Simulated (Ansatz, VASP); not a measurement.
Given: the input of a run of VASP 6.6.1 on H.

The input POSCAR:

```
H
1.0
   -1.6915344700      1.6915344700      2.0584739900
    1.6915344700     -1.6915344700      2.0584739900
    1.6915344700      1.6915344700     -2.0584739900
H
2
Direct
    0.0901377100      0.0901377100      0.0000000000
    0.9098622900      0.9098622900      0.0000000000
```

The input INCAR.step1:

```
SYSTEM = H
PREC = Accurate
ENCUT = 520
EDIFF = 1E-5
ISMEAR = -1
SIGMA = 0.05
LREAL = .FALSE.
LASPH = .TRUE.
NELM = 100
ALGO = Normal
ISIF = 2
LWAVE = .TRUE.
NBANDS = 8
GGA = PE
```

The input INCAR.step2:

```
SYSTEM = H
PREC = Accurate
ENCUT = 520
EDIFF = 1E-7
ISMEAR = -1
SIGMA = 0.05
LREAL = .FALSE.
LASPH = .TRUE.
NELM = 100
ALGO = Normal
ISIF = 2
LWAVE = .FALSE.
LCHARG = .TRUE.
GGA = PE
LHFCALC = .TRUE.
AEXX = 0.4
HFSCREEN = 0.2
PRECFOCK = Normal
LELF = .TRUE.
LVHAR = .TRUE.
NBANDS = 8
ISTART = 1
```

Contents of KPOINTS:

```
Automatic mesh
0
G
  6 6 6
  0 0 0
```

Potentials or basis: VASP PAW PBE potentials, release 64 (H).

The run is started by

```bash
$ cat potpaw_PBE.64/H/POTCAR > POTCAR
$ cp INCAR.step1 INCAR
$ mpirun -np 1 vasp_std > vasp.out
$ cp INCAR.step2 INCAR
$ mpirun -np 1 vasp_std > vasp.out
```

Question: Set up the same calculation for Ansatz 0.2.0. Potentials there: Ansatz PAW.

Answer: As run (the cutoff follows the program's own potentials):

The input input.yaml:

```yaml
crystal:
  lattice:
    - [-1.69153447, 1.69153447, 2.05847399]
    - [1.69153447, -1.69153447, 2.05847399]
    - [1.69153447, 1.69153447, -2.05847399]
  atoms:
    - { symbol: H, position: [0.09013771, 0.09013771, 0.0] }
    - { symbol: H, position: [0.90986229, 0.90986229, 0.0] }
hamiltonian:
  xc: { exchange: pbe, correlation: pbe, exx: { coeff: 0.4, omega: 0.2 } }
  pseudopotentials: { kind: paw }
kpoints:
  mp_grid: { grid: [6, 6, 6] }
scf:
  occupations: { method: fermi_dirac, width: 0.05 }
output:
  forces: true
  stress: true
  eigenvalues: true
```

Potentials or basis: Ansatz PAW.

Run with:

```sh
$ ansatz run input.yaml --threads 2 --pin off --max-ram 5632MiB --backend cpu --events-out ev --progress --plain --runs-dir out
```

Both were run:

|  | VASP | Ansatz | Ansatz less VASP |
| --- | --- | --- | --- |
| gap on the k mesh at the Fermi level (eV) | 11.46 | 11.47 | +0.006 |
| least direct gap on the mesh (eV) | 12.36 | 12.36 | +0.005 |
| pressure (GPa) | 0.1 | 0.3 | +0.17 |
| traceless stress, the component that is largest in VASP (GPa) | -0.07 | -0.05 | +0.021 |
| rms of the force components (eV/Å) | 0.013 | 0.015 | +0.0020 |

VASP's potentials were made for PBE, not for PBE-based screened hybrid. Atom by atom the forces differ by 0.002 eV/Å (rms over components).

The k mesh is coarse, so the values compare programs but aren't converged.
